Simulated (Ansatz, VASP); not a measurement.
## Cu in VASP and in Ansatz

Contents of INCAR:

```
SYSTEM = Cu
ALGO = Normal
EDIFF = 1E-6
ENCUT = 600
GGA = RE
GGA_COMPAT = .FALSE.
ISIF = 2
ISMEAR = 1
LASPH = .TRUE.
LCHARG = .TRUE.
LDAU = .TRUE.
LDAUJ = 0
LDAUL = 2
LDAUPRINT = 1
LDAUTYPE = 2
LDAUU = 3.5
LELF = .TRUE.
LMAXMIX = 4
LREAL = .FALSE.
LVHAR = .TRUE.
LWAVE = .FALSE.
NBANDS = 12
NELM = 200
PREC = Accurate
SIGMA = 0.1
```

KPOINTS

```
k-points
0
G
  13 13 13
  0 0 0
```

File POSCAR:

```
Cu
1.0
   -1.4427933200      1.4427933200      1.3760814500
    1.4427933200     -1.4427933200      1.3760814500
    1.4427933200      1.4427933200     -1.3760814500
Cu
1
Direct
    0.0000000000      0.0000000000      0.0000000000
```

File input.yaml:

```yaml
crystal:
  lattice: { a: 2.88558664, b: 2.88558664, c: 2.7521629, alpha: 90.0, beta: 90.0, gamma: 90.0 }
  space_group: 139
  reduce_to_primitive: true
  atoms:
    - { symbol: Cu, wyckoff: "2a", position: [0.0, 0.0, 0.0] }
hamiltonian:
  xc: revpbe
  pseudopotentials: { kind: paw, source: jth }
  hubbard: { sites: [{ species: Cu, l: d, u_eff: 3.5 }] }
kpoints:
  mp_grid: { grid: [13, 13, 13] }
scf:
  occupations: { method: methfessel_paxton, width: 0.1 }
output:
  forces: true
  stress: true
  eigenvalues: true
  bader: true
  populations: true
  write_density: true
  write_potential: true
  elf: true
  volumetric_format: npy
```

Alike in both runs: functional revPBE; k mesh 13 × 13 × 13; occupations methfessel-paxton of order 1, width 0.1 eV; no spin polarisation; Hubbard terms Cu d U = 3.5 eV.

|  | VASP | Ansatz |
| --- | --- | --- |
| version | VASP 6.6.1 | Ansatz 0.2.0 |
| potentials or method | VASP PAW PBE potentials, release 64 (Cu) | JTH PAW |
| plane-wave cutoff (eV) | 600 | 1350 |
| valence electrons in the cell | 11 | 19 |
| task | single point | atomic charges |

|  | VASP | Ansatz | Ansatz less VASP |
| --- | --- | --- | --- |
| gap on the k mesh at the Fermi level (eV) | none | none | - |
| pressure (GPa) | 9.7 | 12.5 | +2.80 |
| traceless stress, the component that is largest in VASP (GPa) | -0.53 | -0.45 | +0.084 |

VASP's potentials were made for PBE, not for revPBE. The programs project onto different local orbitals, so the same U acts differently, and such runs can settle in different states. A gap of «none» marks a metal or a gap that the smearing closes. VASP's potentials hold 11 valence electrons a cell and Ansatz's 19, so a difference there can come from the potentials and not from the codes.
